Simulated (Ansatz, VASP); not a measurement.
**TaSi2: VASP beside Ansatz**

```
Ta Si
1.0
     0.00000    3.13475    3.13475
     3.13475    0.00000    3.13475
     3.13475    3.13475    0.00000
Ta Si
1 2
Direct
  0.00000 0.00000 0.00000
  0.25000 0.25000 0.25000
  0.75000 0.75000 0.75000
```

Change from the starting cell: species swapped into the Rb2Te type (Fm-3m, No. 225).

Alike in both runs: task relaxation of cell and atoms; functional PBE; k mesh 6 × 6 × 6; occupations gaussian, width 0.1 eV; no spin polarisation.

```csv
,VASP,Ansatz
version,VASP 6.6.1,Ansatz 0.2.0
potentials or method,"VASP PAW PBE potentials, release 64 (Ta_pv, Si), cutoff 500 eV","scalar-relativistic, plane waves, PAW"
valence electrons in the cell,19,21
```

|  | VASP | Ansatz | Ansatz less VASP |
| --- | --- | --- | --- |
| gap on the k mesh at the Fermi level, each at its own relaxed structure (eV) | none | none | - |
| relaxed volume (Å³/atom) | 18.58 | 18.57 | -0.015 |
| relaxed cell length with the largest relative difference (Å) | 4.288 | 4.287 | -0.0012 |

A gap of «none» marks a metal or a gap that the smearing closes. VASP's potentials hold 19 valence electrons a cell and Ansatz's 21, so a difference there can come from the potentials and not from the codes.

Spin-orbit coupling is off throughout.
